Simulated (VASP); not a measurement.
# Ti8HO16 (a cell with a defect) in VASP: notebook, part 2 of 2

VASP 6.6.1. The steps go on from the part before.

### 3 Single point, PBE

The input, INCAR:

```
PREC = Accurate ; ENCUT = 520
EDIFF = 1E-6 ; ISMEAR = 0
SIGMA = 0.02 ; LREAL = Auto
LASPH = T ; NELM = 80
ALGO = Normal ; ISIF = 2
LWAVE = F ; LCHARG = F
GGA = PE ; NBANDS = 114
NELECT = 192.0
```

The input, KPOINTS:

```
regular mesh
0
Gamma
  3 3 3
```

The input, POSCAR:

```
Ti8HO16
1.0
    4.6433175447     -4.6433175447      0.0000000000
   -4.6433175447     -4.6433175447      0.0000000000
    0.0000000000      4.6433175447     -5.9277360028
Ti O H
8 16 1
Direct
    0.5197984231      0.0213675108      0.0172823149
    0.2509167951      0.7539222384      0.4824707103
   -0.0244516323      0.4959579621     -0.0050268770
    0.7313336608      0.2502198928      0.5046417382
    0.1198887039      0.1363904829      0.2498861284
    0.9009445698      0.8780493017      0.7504622335
    0.6190045576      0.6365592476      0.2509723779
    0.3490848498      0.3516207522      0.7503250816
    0.6313530772      0.9296617728      0.2497202978
    0.4121140286      0.6667031211      0.7498883213
    0.1314753024      0.4299086933      0.2501621191
    0.8827746482      0.1795349992      0.7499993249
    0.0544665801      0.2530317204      0.4989088581
    0.8085818157      1.0058196723      1.0006238465
    0.5577409924      0.7550757624      0.4993496672
    0.3054268743      0.5041524603      1.0010702226
    0.2012290374      0.9920517551     -0.0011878059
    0.9523555060      0.7433493395      0.5012532607
    0.6940571405      0.4891590281      0.0005057580
    0.4436296932      0.2386372518      0.4992788138
    0.6247017262      0.3211674564      0.2537241873
    0.3702875430      0.0621074571      0.7500006744
    0.1207699624      0.8174666602      0.2462316134
    0.8588484821      0.5707887087      0.7498635226
    0.5611907161      0.6488080277      0.7490367314
```

Potentials or basis: VASP PAW PBE potentials, release 64 (Ti_sv, O, H).

The run is started by

```bash
$ cat potpaw_PBE.64/Ti_sv/POTCAR potpaw_PBE.64/O/POTCAR potpaw_PBE.64/H/POTCAR > POTCAR
$ mpirun -np 1 vasp_std > vasp.out
```

OUTCAR:

```text
PREC = Accurate
   ENCUT = 520
   EDIFF = 1E-6
   ISMEAR = 0
   LREAL = Auto
   LASPH = T
   NELM = 80
   ISIF = 2
   GGA = PE
   NELECT = 192.0

 ion  position               nearest neighbor table
   1  0.520  0.021  0.017-  21 1.84   9 1.94  14 1.95  22 1.96  17 2.04  10 2.16   4 2.90
   2  0.251  0.754  0.482-  23 1.84  11 1.94  22 1.96  15 1.96  18 2.03  10 2.16   3 2.90
   3  0.976  0.496  0.995-  19 1.87  12 1.94  24 1.95  23 1.97  11 1.98  16 2.15   2 2.90   4 2.91

   4  0.731  0.250  0.505-  20 1.87  12 1.94  24 1.95  21 1.97   9 1.98  13 2.14   1 2.90   3 2.91

   5  0.120  0.136  0.250-  14 1.92  11 1.93  13 1.93  20 1.98  17 2.02  23 2.08
   6  0.901  0.878  0.750-  17 1.87  18 1.88  12 1.98  24 2.03  14 2.06  15 2.06
   7  0.619  0.637  0.251-  15 1.91   9 1.93  16 1.93  19 1.99  18 2.02  21 2.08
   8  0.349  0.352  0.750-  16 1.86  13 1.87  22 1.91  19 2.07  20 2.08  10 2.11
   9  0.631  0.930  0.250-   7 1.93   1 1.94   4 1.98
  10  0.412  0.667  0.750-  25 0.99   8 2.11   1 2.16   2 2.16
  11  0.131  0.430  0.250-   5 1.93   2 1.94   3 1.98
  12  0.883  0.180  0.750-   4 1.94   3 1.94   6 1.98
  13  0.054  0.253  0.499-   8 1.87   5 1.93   4 2.14
[... 241 lines left out ...]
  band No.  band energies     occupation
      1     -52.2747      2.00000
      2     -52.2689      2.00000
      3     -52.2561      2.00000
      4     -52.2487      2.00000
      5     -52.2095      2.00000
      6     -52.1849      2.00000
[... 1543 lines left out ...]
    107       7.5766      0.00000
    108       7.6712      0.00000
 [bands above 108 left out]

------------------------ aborting loop because EDIFF is reached ----------------------------------------

  FORCE on cell =-STRESS in cart. coord.  units (eV):
  Direction    XX          YY          ZZ          XY          YZ          ZX
  --------------------------------------------------------------------------------------
  -------------------------------------------------------------------------------------
  Total       -7.6392254     -4.3011479     -2.1818372      2.3124501     -0.0135547     -0.0111013
  in kB      -47.8833235    -26.9599657    -13.6759440     14.4946367     -0.0849623     -0.0695840
  external PRESSURE =     -29.5064111 kB  Pullay stress =       0.0000000 kB

 VOLUME and BASIS-vectors are now :
 -----------------------------------------------------------------------------
  energy-cutoff  :      520.00
  volume of cell :      255.61
      direct lattice vectors                 reciprocal lattice vectors
     4.643317545 -4.643317545  0.000000000     0.107681630 -0.107681630 -0.084349235
    -4.643317545 -4.643317545  0.000000000    -0.107681630 -0.107681630 -0.084349235
     0.000000000  4.643317545 -5.927736003     0.000000000  0.000000000 -0.168698471

 POSITION                                       TOTAL-FORCE (eV/Angst)
 -----------------------------------------------------------------------------------
      2.31437     -2.43256     -0.10245         0.000484      0.037974      0.060254
     -2.33561     -2.42552     -2.85996        -0.008040      0.036113     -0.063564
      2.22689     -2.21269     -5.89794         0.039704     -0.011705     -0.018049
      2.23396     -2.21445     -2.99138         0.028367     -0.022019      0.000077
     -0.07662     -0.02969     -1.48126         0.036242     -0.010987      0.014590
      0.10631     -4.77580     -4.44854        -0.017177      0.044961      0.004115
[... 17 lines left out ...]
      1.33755     -3.15640     -4.44499        -0.025062     -0.040309      0.001260
     -0.40684     -2.14039     -4.44009         0.090857     -0.054679     -0.002402
 -----------------------------------------------------------------------------------
    total drift:                                0.020313      0.008969      0.000071

  FREE ENERGIE OF THE ION-ELECTRON SYSTEM (eV)
  ---------------------------------------------------
  free  energy   TOTEN  =      -224.5135165261 eV

  energy  without entropy=     -224.5135165261  energy(sigma->0) =     -224.51351653
```

OSZICAR:

```text
N       E                     dE             d eps       ncg     rms          rms(c)
DAV:   1     0.323768410634E+04    0.32377E+04   -0.93712E+04  3192   0.201E+03
[... 11 lines left out ...]
DAV:  13    -0.224513729221E+03   -0.40282E-05   -0.45734E-03  4448   0.311E-01    0.138E-01
DAV:  14    -0.224513573497E+03    0.15572E-03   -0.21891E-03  4590   0.182E-01    0.567E-02
DAV:  15    -0.224513538332E+03    0.35166E-04   -0.20954E-04  4352   0.882E-02    0.407E-02
DAV:  16    -0.224513519436E+03    0.18896E-04   -0.21387E-04  3848   0.595E-02    0.206E-02
DAV:  17    -0.224513516758E+03    0.26777E-05   -0.48741E-05  4264   0.280E-02    0.109E-02
DAV:  18    -0.224513516121E+03    0.63782E-06   -0.17107E-05  3816   0.164E-02    0.306E-03
DAV:  19    -0.224513516526E+03   -0.40558E-06   -0.30210E-06  2800   0.794E-03
   1 F= -.22451352E+03 E0= -.22451352E+03  d E =-.359707E-18
```

stdout:

```text
POSCAR found type information on POSCAR TiO H
 POSCAR found :  3 types and      25 ions
 scaLAPACK will be used
 LDA part: xc-table for (Slater+PW92), standard interpolation
 POSCAR, INCAR and KPOINTS ok, starting setup
 FFT: planning ... GRIDC
 FFT: planning ... GRID_SOFT
 FFT: planning ... GRID
 WAVECAR not read
 entering main loop
 the old and the new charge density differ
 old charge density:   193.00000 new  192.00000
    0.621E+01
```

It took 16 min on 1 thread of AMD EPYC 9R14 (Zen 4), shared host; peak memory 0.47 GiB.

What came out:

| Item | Value |
| --- | --- |
| Free energy | -224.5135 eV |
| Largest force | 0.106 eV/Å |

Forces on the atoms (eV/Å):
```
Ti   0.000  0.038  0.060
Ti  -0.008  0.036 -0.064
Ti   0.040 -0.012 -0.018
Ti   0.028 -0.022  0.000
Ti   0.036 -0.011  0.015
Ti  -0.017  0.045  0.004
Ti   0.044 -0.014 -0.006
Ti   0.008 -0.053  0.012
O    0.010  0.004 -0.006
O   -0.068  0.050  0.004
O    0.006  0.000  0.004
O    0.022  0.010  0.002
O   -0.044  0.045  0.016
O    0.004  0.008  0.038
O   -0.003  0.007 -0.038
O   -0.049  0.049 -0.021
O    0.027 -0.024 -0.029
O    0.024 -0.017  0.028
O   -0.019  0.019  0.012
O   -0.014  0.019 -0.014
O   -0.047 -0.045 -0.030
O    0.000  0.007  0.001
O   -0.047 -0.045  0.030
O   -0.025 -0.040  0.001
H    0.091 -0.055 -0.002
```

Caveat: the cell carries a net charge on a neutralising background, which shifts energy and pressure; the cell is charged against a uniform background, so pressure and absolute levels hang on convention.
